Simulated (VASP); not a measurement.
# Cl (Cmce) in VASP: further runs, part 2 of 2

VASP 6.6.1. The steps go on from the part before.

## Step 4: Relaxation of cell and atoms, PBEsol

This run uses another cell than the first one, of 29.05 Å³/atom.

File INCAR:

```
PREC = Accurate ; ENCUT = 600
EDIFF = 1E-7 ; ISMEAR = -1
SIGMA = 0.05 ; LREAL = F
LASPH = T ; NELM = 100
ALGO = Normal ; ISIF = 3
LWAVE = F ; LCHARG = F
GGA = PS ; IBRION = 2
NSW = 80 ; EDIFFG = -0.01
```

File KPOINTS:

```
regular mesh
0
Gamma
  7 7 4
```

File POSCAR:

```
Cl
1.0
    3.1450000000     -2.2500000000      0.0000000000
    3.1450000000      2.2500000000      0.0000000000
    0.0000000000      0.0000000000      8.2100000000
Cl
4
Direct
    0.3700000000      0.6300000000      0.4000000000
    0.1300000000      0.8700000000      0.9000000000
    0.6300000000      0.3700000000      0.6000000000
    0.8700000000      0.1300000000      0.1000000000
```

Potentials or basis: VASP PAW PBE potentials, release 64 (Cl).

Command:

```bash
> cat potpaw_PBE.64/Cl/POTCAR > POTCAR
> mpirun -np 1 vasp_std > vasp.out
```

OUTCAR:

```text
PREC = Accurate
   ENCUT = 600
   EDIFF = 1E-7
   ISMEAR = -1
   LREAL = F
   LASPH = T
   NELM = 100
   ISIF = 3
   GGA = PS
   IBRION = 2
   NSW = 80
   EDIFFG = -0.01

 ion  position               nearest neighbor table
   1  0.370  0.630  0.400-   3 2.02
   2  0.130  0.870  0.900-   4 2.02
   3  0.630  0.370  0.600-   1 2.02
   4  0.870  0.130  0.100-   2 2.02

  LATTYP: Found a base centered orthorhombic cell.
 ALAT       =     4.5000000000
 B/A-ratio  =     1.3977777778
 C/A-ratio  =     1.8244444444

  Lattice vectors:

 A1 = (  -3.1450000000,  -2.2500000000,   0.0000000000)
 A2 = (   3.1450000000,  -2.2500000000,   0.0000000000)
 A3 = (   0.0000000000,   0.0000000000,   8.2100000000)

Analysis of symmetry for initial positions (statically):
=====================================================================
 Subroutine PRICEL returns:
 Original cell was already a primitive cell.

 Routine SETGRP: Setting up the symmetry group for a
 base centered orthorhombic supercell.

 Subroutine GETGRP returns: Found  8 space group operations
 (whereof  4 operations were pure point group operations)
 out of a pool of  8 trial point group operations.

[... 276 lines left out ...]
  free  energy   TOTEN  =        -7.9809980176 eV

  energy  without entropy=       -7.9809980175  energy(sigma->0) =       -7.98099802

[... ionic steps 4 to 40 ...]

--------------------------------------- Ionic step       41  -------------------------------------------

 number of electron      28.0000007 magnetization

------------------------ aborting loop because EDIFF is reached ----------------------------------------
[... 71 lines left out ...]
--------------------------------------- Ionic step       43  -------------------------------------------

 number of electron      28.0000007 magnetization

 Free energy of the ion-electron system (eV)
  ---------------------------------------------------
  ext. energy  EPLUGINS =         0.00000000
  ---------------------------------------------------
  free energy    TOTEN  =        -8.06172187 eV

  energy without entropy =       -8.06172187  energy(sigma->0) =       -8.06172187

 E-fermi :   1.2047     XC(G=0):  -8.2684

 val. band max:        0.1353447854   @ k =   0.0000   0.0000   0.0000
 cond. band min:       2.2916416093   @ k =   0.0000   0.0000   0.0000
 fundamental gap:      2.1562968239
 Fermi energy:         1.2046765028

 k-point     1 :       0.0000    0.0000    0.0000
  band No.  band energies     occupation
      1     -16.8179      2.00000
      2     -16.3900      2.00000
      3     -13.0842      2.00000
      4     -11.9096      2.00000
      5      -5.8570      2.00000
      6      -4.2156      2.00000
[... 481 lines left out ...]
      5      -5.4786      2.00000
      6      -5.3075      2.00000
[... 10 lines left out ...]
     17       8.1481      0.00000
     18       8.4903      0.00000

 [... further k-points ...]

------------------------ aborting loop because EDIFF is reached ----------------------------------------

  FORCE on cell =-STRESS in cart. coord.  units (eV):
  Direction    XX          YY          ZZ          XY          YZ          ZX
  --------------------------------------------------------------------------------------
  -------------------------------------------------------------------------------------
  Total        0.0167662     -0.0170664      0.0265463      0.0000000     -0.0000000      0.0000000
  in kB        0.2505487     -0.2550347      0.3966988      0.0000000     -0.0000000      0.0000000
  external PRESSURE =       0.1307376 kB  Pullay stress =       0.0000000 kB
[... 19 lines left out ...]
  FREE ENERGIE OF THE ION-ELECTRON SYSTEM (eV)
  ---------------------------------------------------
  free  energy   TOTEN  =        -8.0617218681 eV

  energy  without entropy=       -8.0617218680  energy(sigma->0) =       -8.06172187

 reached required accuracy - stopping structural energy minimisation
```

Wall time 21 min (1 thread of Intel Xeon 6975P-C (Granite Rapids), shared host); peak memory 0.31 GiB.

What came out:

```yaml
Free_energy: -8.0617 eV
Relaxed_volume: 26.80 Å³/atom
Relaxed_cell: a = 3.934 Å, b = 3.934 Å, c = 8.012 Å, α = 90.00°, β = 90.00°, γ = 59.86°
Space_group_after_relaxing_to_0.1_Å: Cmce (No. 64)
Energy_gained_by_relaxing: 23.5 meV/atom
Ionic_steps: 43
Pressure_after_relaxing: 0.0 GPa
Largest_force_after_relaxing: 0.007 eV/Å
Band_gap_on_the_k_mesh: 2.16 eV
```

Forces in eV/Å, atoms in the order of the input:
```
Cl   0.000  0.006  0.004
Cl   0.000 -0.006  0.004
Cl   0.000 -0.006 -0.004
Cl   0.000  0.006 -0.004
```

Step by step:
| step | energy change (eV) | largest force (eV/Å) | pressure (GPa) | volume (Å³) |
| --- | --- | --- | --- | --- |
| 1 | 0.0000 | 0.3077 | -1.11 | 116.19 |
| 3 | -0.0134 | 0.1855 | -0.18 | 114.72 |
| 5 | -0.0420 | 0.1659 | -0.13 | 111.25 |
| 7 | 0.0591 | 0.3994 | 3.26 | 95.95 |
| 9 | -0.0744 | 0.0603 | 0.16 | 105.19 |
| 11 | -0.0756 | 0.0394 | -0.03 | 105.07 |
| 13 | -0.0801 | 0.0599 | 0.01 | 104.67 |
| 15 | -0.0863 | 0.0481 | 0.34 | 104.37 |
| 17 | -0.0875 | 0.0994 | 0.42 | 104.72 |
| 19 | -0.0913 | 0.0495 | 0.04 | 106.54 |
| 21 | -0.0914 | 0.0396 | -0.01 | 106.60 |
| 23 | -0.0918 | 0.0363 | -0.08 | 106.53 |
| 25 | -0.0923 | 0.0221 | 0.12 | 106.07 |
| 27 | -0.0924 | 0.0055 | 0.06 | 106.14 |
| 29 | -0.0926 | 0.0185 | 0.03 | 106.18 |
| 31 | -0.0934 | 0.0174 | 0.11 | 106.51 |
| 33 | -0.0936 | 0.0529 | 0.18 | 106.98 |
| 35 | -0.0938 | 0.0230 | 0.07 | 107.33 |
| 37 | -0.0939 | 0.0210 | 0.05 | 107.35 |
| 39 | -0.0940 | 0.0173 | 0.01 | 107.32 |
| 41 | -0.0940 | 0.0235 | -0.03 | 107.30 |
| 43 | -0.0941 | 0.0068 | 0.01 | 107.21 |

Final structure:
```cif
data_structure
_symmetry_space_group_name_H-M 'P 1'
_symmetry_Int_Tables_number 1
_cell_length_a 3.9337
_cell_length_b 3.9337
_cell_length_c 8.0117
_cell_angle_alpha 90.000
_cell_angle_beta 90.000
_cell_angle_gamma 59.860
_cell_volume 107.21
loop_
_atom_site_label
_atom_site_type_symbol
_atom_site_fract_x
_atom_site_fract_y
_atom_site_fract_z
_atom_site_occupancy
Cl1 Cl 0.37544 0.62456 0.38967 1
Cl2 Cl 0.12456 0.87544 0.88967 1
Cl3 Cl 0.62456 0.37544 0.61033 1
Cl4 Cl 0.87544 0.12456 0.11033 1
```

Levels at points of the mesh, in eV from the valence-band top:
```tsv
k point	band 11	band 12	band 13	band 14	band 15	band 16	band 17	band 18
(0.00, 0.00, 0.00)	-1.16	-0.44	-0.40	0.00	2.16	3.12	6.41	6.85
(0.00, 0.00, 0.50)	-0.98	-0.98	-0.19	-0.19	2.55	2.55	6.90	6.90
```

Caveat: this functional lacks dispersion, which holds the molecules together, so the pressure and a relaxed volume are unreliable; the PAW data sets were made with another functional, which shifts forces and pressure a little. A k mesh can miss the band edges.

## Step 5: Relaxation of cell and atoms, PBEsol, target pressure 5 GPa, at which the enthalpy is minimised

This run uses another cell than the first one, of 29.05 Å³/atom.

File INCAR:

```
PREC = Accurate
ENCUT = 600
EDIFF = 1E-6
ISMEAR = -1
SIGMA = 0.05
LREAL = False
LASPH = True
NELM = 60
ALGO = Normal
ISIF = 3
LWAVE = False
LCHARG = False
GGA = PS
IBRION = 2
NSW = 80
EDIFFG = -0.01
PSTRESS = 50.0
```

File KPOINTS:

```
Automatic mesh
0
Gamma
  7 7 4
```

POSCAR is that of step 4.

Command:

```bash
> cat potpaw_PBE.64/Cl/POTCAR > POTCAR
> mpirun -np 1 vasp_std > vasp.out
```

Run time: 11 min. Hardware: 1 thread of Intel Xeon 6975P-C (Granite Rapids), shared host; peak memory 0.3 GiB.

It converged, with:

- Free energy: -7.7879 eV
- Relaxed volume: 20.14 Å³/atom
- Relaxed cell: a = 3.405 Å, b = 3.405 Å, c = 7.674 Å, α = 90.00°, β = 90.00°, γ = 64.85°
- Space group after relaxing (to 0.1 Å): Cmce (No. 64)
- Energy change on relaxing (the run minimises the enthalpy): +44.9 meV/atom
- Ionic steps: 28
- Pressure after relaxing: 5.0 GPa
- Largest force after relaxing: 0.003 eV/Å
- Band gap on the k mesh: 2.01 eV (least direct gap 2.09 eV)

Forces in eV/Å, atoms in the order of the input:
```
Cl   0.000  0.001  0.003
Cl   0.000 -0.001  0.003
Cl   0.000 -0.001 -0.003
Cl   0.000  0.001 -0.003
```

Step by step:
```tsv
step	energy change (eV)	largest force (eV/Å)	pressure (GPa)	volume (Å³)
1	0.0000	0.3075	-1.12	116.19
2	0.3575	3.1802	7.15	98.51
3	0.1066	1.7863	3.65	104.07
4	0.0830	1.4233	4.13	94.97
5	0.4718	0.8072	10.55	75.30
6	0.2662	1.0169	7.63	80.81
7	0.3082	0.9665	8.25	79.41
8	0.1747	0.4589	2.57	82.81
9	0.1929	0.0611	4.76	81.33
10	0.1941	0.0762	4.82	81.29
11	0.1929	0.0695	4.87	81.17
12	0.1926	0.0553	5.06	80.81
13	0.2101	0.0797	5.65	80.01
14	0.1930	0.1433	5.02	80.46
15	0.1904	0.1633	4.90	80.55
16	0.1839	0.0957	4.95	80.64
17	0.1767	0.0289	5.05	80.79
18	0.1757	0.0489	5.08	80.82
19	0.1695	0.0631	4.72	80.99
20	0.1690	0.0670	4.69	81.00
21	0.1743	0.0573	4.80	80.80
22	0.1884	0.0537	5.07	80.31
23	0.1869	0.0337	5.04	80.34
24	0.1852	0.0288	4.98	80.39
25	0.1848	0.0345	4.97	80.40
26	0.1860	0.0432	5.28	80.36
27	0.1852	0.0036	5.10	80.38
28	0.1798	0.0032	5.02	80.55
```

Final structure:
```xyz
4
Lattice="2.8743 -1.8259 0.0000 2.8743 1.8259 0.0000 0.0000 0.0000 7.6744" Properties=species:S:1:pos:R:3 pbc="T T T"
Cl    2.8743    0.5182    2.9652
Cl    2.8743    1.3076    6.8024
Cl    2.8743   -0.5182    4.7093
Cl    2.8743   -1.3076    0.8720
```

Levels at points of the mesh, in eV from the valence-band top:
```tsv
k point	band 10	band 11	band 12	band 13	band 14	band 15	band 16	band 17	band 18
(0.00, 0.00, 0.00)	-1.87	-1.50	-0.83	-0.19	0.00	2.09	3.15	7.16	7.51
(0.00, 0.00, 0.50)	-1.98	-1.44	-1.44	-0.09	-0.09	2.47	2.47	7.72	7.72
```

Caveat: the cell is relaxed towards a set pressure, so the run minimises the enthalpy, not the energy; the volume moved by over 15 % at a fixed basis, so the end points are rough; this functional lacks dispersion, which holds the molecules together, so the pressure and a relaxed volume are unreliable; the PAW data sets were made with another functional, which shifts forces and pressure a little.

## Step 6: The runs side by side

```csv
task,cell,cutoff (eV),gap on the mesh (eV),pressure (GPa),largest force (eV/Å)
single point,"a = 3.411, b = 3.411, c = 7.671 Å, angles 90.0, 90.0, 64.5°, 4 atoms, atomic positions A",520,1.94,4.6,0.13
single point,"a = 3.975, b = 3.975, c = 8.010 Å, angles 90.0, 90.0, 58.5°, 4 atoms, atomic positions B",520,2.07,-0.3,0.14
relaxation of cell and atoms,"relaxed from a = 3.867, b = 3.867, c = 8.210 Å, angles 90.0, 90.0, 71.2°, 4 atoms, atomic positions C",600,2.16,0.0,0.01
relaxation of cell and atoms,"relaxed to 5 GPa from a = 3.867, b = 3.867, c = 8.210 Å, angles 90.0, 90.0, 71.2°, 4 atoms, atomic positions C",600,2.01,5.0,-
```

Alike in all rows: level PBEsol; potentials or basis VASP PAW PBE potentials, release 64 (Cl); no spin polarisation; k mesh 7 × 7 × 4; smearing fermi-dirac 0.05 eV.

Caveats: this functional lacks dispersion, which holds the molecules together, so the pressure and a relaxed volume are unreliable; the PAW data sets were made with another functional, which shifts forces and pressure a little; the cell stands under pressure (at least some runs); the cell is relaxed towards a set pressure, so the run minimises the enthalpy, not the energy (at least some runs); the volume moved by over 15 % at a fixed basis, so the end points are rough (at least some runs).

Absolute energies hang on the potentials; compare differences alone.
